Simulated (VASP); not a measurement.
Write the native input for VASP 6.6.1 that does the following.

* Task: single point
* Functional: LDA
* Potentials or basis: VASP PAW LDA potentials, release 64 (Rh_pv)
* Cutoff: 520 eV
* k mesh: 21 × 21 × 12
* Occupations: gaussian, width 0.15 eV
* Spin: collinear spin, ferromagnetic start
* Starting moments: [0.5, 0.5] μB
* Fixed moment: 1 μB
* Dipole correction: no
* Further INCAR settings: ALGO = Normal; EDIFF = 1e-06; NBANDS = 26

The structure of Rh lies in POSCAR:

```
Rh
1.0
    2.7730179489      0.0000000000      0.0000000000
   -1.3865089744      2.4015039889      0.0000000000
    0.0000000000      0.0000000000      4.4649576513
Rh
2
Direct
    0.6666666667      0.3333333333      0.7500000000
    0.3333333333      0.6666666667      0.2500000000
```

This isn't the form of Rh at room conditions, which is fcc.

These files were run (other wordings do the same):

INCAR

```
ALGO = Normal
EDIFF = 1E-6
ENCUT = 520
GGA = CA
ISIF = 2
ISMEAR = 0
ISPIN = 2
LASPH = True
LCHARG = False
LMAXMIX = 4
LORBIT = 11
LREAL = False
LWAVE = False
MAGMOM = 0.5 0.5
NBANDS = 26
NELM = 150
NUPDOWN = 1.0
PREC = Accurate
SIGMA = 0.15
```

KPOINTS

```
k-points
0
Gamma
  21 21 12
```

Potentials or basis: VASP PAW LDA potentials, release 64 (Rh_pv).

Run with:

```console
$ cat potpaw_LDA.64/Rh_pv/POTCAR > POTCAR
$ mpirun -np 1 vasp_std > vasp.out
```

It gave:

```json
{
  "Pressure": "-24.7 GPa",
  "Net moment": "1.00 μB per cell",
  "Site moments": "Rh +0.49 μB",
  "Valence electrons inside the program's atomic spheres": "Rh 13.66"
}
```

Caveat: the cell stands under tension; the total moment is fixed, so each spin has its own Fermi level.

Wall time 4.1 min on 1 thread of Intel(R) Xeon(R) Platinum 8488C (Sapphire Rapids), with other jobs on the host, peak memory 0.41 GiB.
